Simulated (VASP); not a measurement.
# KSrCl3 (Pm-3m) in VASP: further runs, part 2 of 3

VASP 6.6.1. Earlier steps stand in the parts before.

## 3. Single point, r2SCAN (volume changed by -3%)

File POSCAR:

```
KSrCl3
1.0
    5.5792649592      0.0000000000      0.0000000000
    0.0000000000      5.5792649592      0.0000000000
    0.0000000000      0.0000000000      5.5792649592
K Sr Cl
1 1 3
Direct
    0.0000000000      0.0000000000      0.0000000000
    0.5000000000      0.5000000000      0.5000000000
    0.5000000000      0.5000000000      0.0000000000
    0.5000000000      0.0000000000      0.5000000000
    0.0000000000      0.5000000000      0.5000000000
```

File INCAR.step1:

```
SYSTEM = KSrCl3
ALGO = Normal ; EDIFF = 1E-4
ENCUT = 520 ; GGA = PE
ISMEAR = 0 ; LASPH = .TRUE.
LCHARG = .FALSE. ; LREAL = .FALSE.
LWAVE = .TRUE. ; NBANDS = 28
NELM = 100 ; PREC = Accurate
SIGMA = 0.01
```

File INCAR.step2:

```
SYSTEM = KSrCl3
ALGO = Normal ; EDIFF = 1E-7
ENCUT = 520 ; ISIF = 2
ISMEAR = 0 ; ISTART = 1
LASPH = .TRUE. ; LCHARG = .TRUE.
LELF = .TRUE. ; LMIXTAU = .TRUE.
LREAL = .FALSE. ; LVHAR = .TRUE.
LWAVE = .FALSE. ; METAGGA = R2SCAN
NBANDS = 28 ; NELM = 100
PREC = Accurate ; SIGMA = 0.01
```

File KPOINTS:

```
k-points
0
G
  4 4 4
  0 0 0
```

Potentials or basis: VASP PAW PBE potentials, release 64 (K_sv, Sr_sv, Cl).

Launch:

```bash
$ cat potpaw_PBE.64/K_sv/POTCAR potpaw_PBE.64/Sr_sv/POTCAR potpaw_PBE.64/Cl/POTCAR > POTCAR
$ cp INCAR.step1 INCAR
$ mpirun -np 1 vasp_std > vasp.out
$ cp INCAR.step2 INCAR
$ mpirun -np 1 vasp_std > vasp.out
```

OUTCAR:

```text
SYSTEM = KSrCl3
   EDIFF = 1E-7
   ENCUT = 520
   ISIF = 2
   ISMEAR = 0
   ISTART = 1
   LASPH = .TRUE.
   LREAL = .FALSE.
   METAGGA = R2SCAN
   NELM = 100
   PREC = Accurate

 ion  position               nearest neighbor table
   1  0.000  0.000  0.000-
   2  0.500  0.500  0.500-   3 2.79   4 2.79   5 2.79   3 2.79   4 2.79   5 2.79
   3  0.500  0.500  0.000-   2 2.79   2 2.79
   4  0.500  0.000  0.500-   2 2.79   2 2.79
   5  0.000  0.500  0.500-   2 2.79   2 2.79

  LATTYP: Found a simple cubic cell.
 ALAT       =     5.5792649592

  Lattice vectors:

 A1 = (   5.5792649592,   0.0000000000,   0.0000000000)
 A2 = (   0.0000000000,   5.5792649592,   0.0000000000)
 A3 = (   0.0000000000,   0.0000000000,   5.5792649592)

Analysis of symmetry for initial positions (statically):
=====================================================================
 Subroutine PRICEL returns:
 Original cell was already a primitive cell.

 Routine SETGRP: Setting up the symmetry group for a
 simple cubic supercell.

 Subroutine GETGRP returns: Found 48 space group operations
[... 9 lines left out ...]

 Routine SETGRP: Setting up the symmetry group for a
 simple cubic supercell.

 Subroutine GETGRP returns: Found 48 space group operations
[... 11 lines left out ...]
                                     Primitive cell

  volume of cell :     173.6725

  direct lattice vectors                    reciprocal lattice vectors
     5.579264959  0.000000000  0.000000000     0.179235080  0.000000000  0.000000000
     0.000000000  5.579264959  0.000000000     0.000000000  0.179235080  0.000000000
     0.000000000  0.000000000  5.579264959     0.000000000  0.000000000  0.179235080

  length of vectors
     5.579264959  5.579264959  5.579264959     0.179235080  0.179235080  0.179235080

  position of ions in fractional coordinates (direct lattice)
     0.000000000  0.000000000  0.000000000
     0.500000000  0.500000000  0.500000000
     0.500000000  0.500000000  0.000000000
     0.500000000  0.000000000  0.500000000
     0.000000000  0.500000000  0.500000000

  ion indices of the primitive-cell ions
   primitive index   ion index
                 1           1
                 2           2
                 3           3
                 4           4
                 5           5

----------------------------------------------------------------------------------------

 KPOINTS: k-points

Automatic generation of k-mesh.
 Grid dimensions read from file:
 generate k-points for:    4    4    4

 Generating k-lattice:

  Cartesian coordinates                     Fractional coordinates (reciprocal lattice)
     0.044808770  0.000000000  0.000000000     0.250000000  0.000000000  0.000000000
     0.000000000  0.044808770  0.000000000     0.000000000  0.250000000  0.000000000
     0.000000000  0.000000000  0.044808770     0.000000000  0.000000000  0.250000000

  Length of vectors
     0.044808770  0.044808770  0.044808770

  Shift w.r.t. Gamma in fractional coordinates (k-lattice)
     0.000000000  0.000000000  0.000000000

 Subroutine IBZKPT returns following result:
 ===========================================

 Found     10 irreducible k-points:

 Following reciprocal coordinates:
            Coordinates               Weight
  0.000000  0.000000  0.000000      1.000000
  0.250000  0.000000  0.000000      6.000000
  0.500000  0.000000  0.000000      3.000000
  0.250000  0.250000  0.000000     12.000000
  0.500000  0.250000  0.000000     12.000000
  0.500000  0.500000  0.000000      3.000000
  0.250000  0.250000  0.250000      8.000000
  0.500000  0.250000  0.250000     12.000000
  0.500000  0.500000  0.250000      6.000000
  0.500000  0.500000  0.500000      1.000000
   k-points           NKPTS =     10   k-points in BZ     NKDIM =     10   number of bands    NBANDS=     28
   number of dos      NEDOS =    301   number of ions     NIONS =      5
   total plane-waves  NPLWV =  74088
   dimension x,y,z NGX =    42 NGY =   42 NGZ =   42
   dimension x,y,z NGXF=    84 NGYF=   84 NGZF=   84
   ions per type =               1   1   3
   NGX,Y,Z   is equivalent  to a cutoff of  12.51, 12.51, 12.51 a.u.
   NGXF,Y,Z  is equivalent  to a cutoff of  25.03, 25.03, 25.03 a.u.
 SYSTEM =  KSrCl3
   PREC   = accura    normal or accurate (medium, high low for compatibility)
   ISTART =      1    job   : 0-new  1-cont  2-samecut
   ICHARG =      0    charge: 1-file 2-atom 10-const
   ISPIN  =      1    spin polarized calculation?
   LNONCOLLINEAR =      F non collinear calculations
   LSORBIT =      F    spin-orbit coupling
   LASPH  =      T    aspherical Exc in radial PAW
   ENCUT  =  520.0 eV  38.22 Ry    6.18 a.u.  10.37 10.37 10.37*2*pi/ulx,y,z
   NELM   =    100;   NELMIN=  2; NELMDL=  0     # of ELM steps
   EDIFF  = 0.1E-06   stopping-criterion for ELM
   LREAL  =      F    real-space projection
   EDIFFG = 0.1E-05   stopping-criterion for IOM
   NSW    =      0    number of steps for IOM
   IBRION =     -1    ionic relax: 0-MD 1-quasi-New 2-CG
   NFREE  =      0    steps in history (QN), initial steepest desc. (CG)
   ISIF   =      2    stress and relaxation
   ISYM   =      2    0-nonsym 1-usesym 2-fastsym
   POTIM  = 0.5000    time-step for ionic-motion
   TEBEG  =    0.0;   TEEND  =   0.0 temperature during run
   PSTRESS=    0.0 pullay stress
   NELECT =      40.0000    total number of electrons
   NUPDOWN=      -1.0000    fix difference up-down
   EMIN   =  10.00;   EMAX   =-10.00  energy-range for DOS
   EFERMI =   0.00;   METHOD = LEGACY
   ISMEAR =     0;   SIGMA  =   0.01  broadening in eV -4-tet -1-fermi 0-gaus
   EFERMI_NEDOS =   21; number of points for ismear=-14 and -15
   IALGO  =     38    algorithm
   IMIX   =      4    mixing-type and parameters
     AMIX     =   0.40;   BMIX     =  1.00
     AMIX_MAG =   1.60;   BMIX_MAG =  1.00
  volume/ion in A,a.u.               =      34.73       234.40
  Fermi-wavevector in a.u.,A,eV,Ry     =   1.003501  1.896342 13.701263  1.007014
  Thomas-Fermi vector in A             =   2.136057
   LORBIT       =      0    0 simple, 1 ext, 2 COOP (PROOUT), +10 PAW based schemes
   METAGGA = R2SCAN    functional components
   LHFCALC =     F    Hartree Fock is set to
   AEXX    =    0.0000 exact exchange contribution
   IVDW    =     0    specifies the selected vdW correction
   LEPSILON=     F    determine dielectric tensor
   LRPA    =     F    only Hartree local field effects (RPA)
 non-spin polarized calculation
 Gauss-broadening in eV      SIGMA  =   0.01
  energy-cutoff  :      520.00
  volume of cell :      173.67
 maximum number of plane-waves:      4713
 NGX is ok and might be reduce to    42
   NGX = 21   NGY = 21   NGZ = 21

 number of electron      39.9999988 magnetization

 Free energy of the ion-electron system (eV)
  ---------------------------------------------------
  ext. energy  EPLUGINS =         0.00000000
  ---------------------------------------------------
  free energy    TOTEN  =       -51.62635315 eV

  energy without entropy =      -51.62635315  energy(sigma->0) =      -51.62635315

 E-fermi :  -1.8085     XC(G=0):  -7.5943

 val. band max:       -1.9501576709   @ k =   0.5000   0.5000   0.5000
 cond. band min:       3.2961781864   @ k =   0.0000   0.0000   0.0000
 fundamental gap:      5.2463358573
 Fermi energy:        -1.8085441886

 k-point     1 :       0.0000    0.0000    0.0000
  band No.  band energies     occupation
      1     -34.9554      2.00000
      2     -31.6519      2.00000
      3     -16.4955      2.00000
      4     -16.4955      2.00000
      5     -16.4955      2.00000
      6     -15.1236      2.00000
[... 20 lines left out ...]
     27       7.0542      0.00000
     28       7.0542      0.00000

 k-point     2 :       0.2500    0.0000    0.0000
  band No.  band energies     occupation
      1     -34.9551      2.00000
      2     -31.6518      2.00000
      3     -16.7235      2.00000
      4     -16.4947      2.00000
      5     -16.4947      2.00000
      6     -15.0719      2.00000
[... 240 lines left out ...]
 k-point    10 :       0.5000    0.5000    0.5000
  band No.  band energies     occupation
      1     -34.9533      2.00000
      2     -31.6517      2.00000
      3     -16.8906      2.00000
      4     -16.8906      2.00000
      5     -16.8906      2.00000
      6     -14.3375      2.00000
[... 20 lines left out ...]
     27       7.3867      0.00000
     28       8.1718      0.00000

------------------------ aborting loop because EDIFF is reached ----------------------------------------

  FORCE on cell =-STRESS in cart. coord.  units (eV):
  Direction    XX          YY          ZZ          XY          YZ          ZX
  --------------------------------------------------------------------------------------
  -------------------------------------------------------------------------------------
  Total        0.8443035      0.8443035      0.8443035      0.0000000      0.0000000     -0.0000000
  in kB        7.7889375      7.7889375      7.7889375      0.0000000      0.0000000     -0.0000000
  external PRESSURE =       7.7889375 kB  Pullay stress =       0.0000000 kB

 VOLUME and BASIS-vectors are now :
 -----------------------------------------------------------------------------
  energy-cutoff  :      520.00
  volume of cell :      173.67
      direct lattice vectors                 reciprocal lattice vectors
     5.579264959  0.000000000  0.000000000     0.179235080  0.000000000  0.000000000
     0.000000000  5.579264959  0.000000000     0.000000000  0.179235080  0.000000000
     0.000000000  0.000000000  5.579264959     0.000000000  0.000000000  0.179235080

 POSITION                                       TOTAL-FORCE (eV/Angst)
 -----------------------------------------------------------------------------------
      0.00000      0.00000      0.00000         0.000000      0.000000      0.000000
      2.78963      2.78963      2.78963         0.000000      0.000000      0.000000
      2.78963      2.78963      0.00000         0.000000      0.000000      0.000000
      2.78963      0.00000      2.78963         0.000000      0.000000      0.000000
      0.00000      2.78963      2.78963         0.000000      0.000000      0.000000
 -----------------------------------------------------------------------------------
    total drift:                                0.000000     -0.000000     -0.000000

  FREE ENERGIE OF THE ION-ELECTRON SYSTEM (eV)
  ---------------------------------------------------
  free  energy   TOTEN  =       -51.6263531490 eV

  energy  without entropy=      -51.6263531490  energy(sigma->0) =      -51.62635315
```

It took 3.7 min on 1 thread of Intel Xeon Platinum 8375C at 2.90GHz (Ice Lake), shared host; peak memory 0.31 GiB.

What came out:

| Item | Value |
| --- | --- |
| Free energy | -51.6264 eV |
| Pressure | 0.8 GPa |
| Band gap on the k mesh | 5.25 eV, indirect (least direct gap 5.45 eV) |

Caveat: the PAW data sets were made with another functional, which shifts forces and pressure a little.

(Continued in part 3 of 3.)
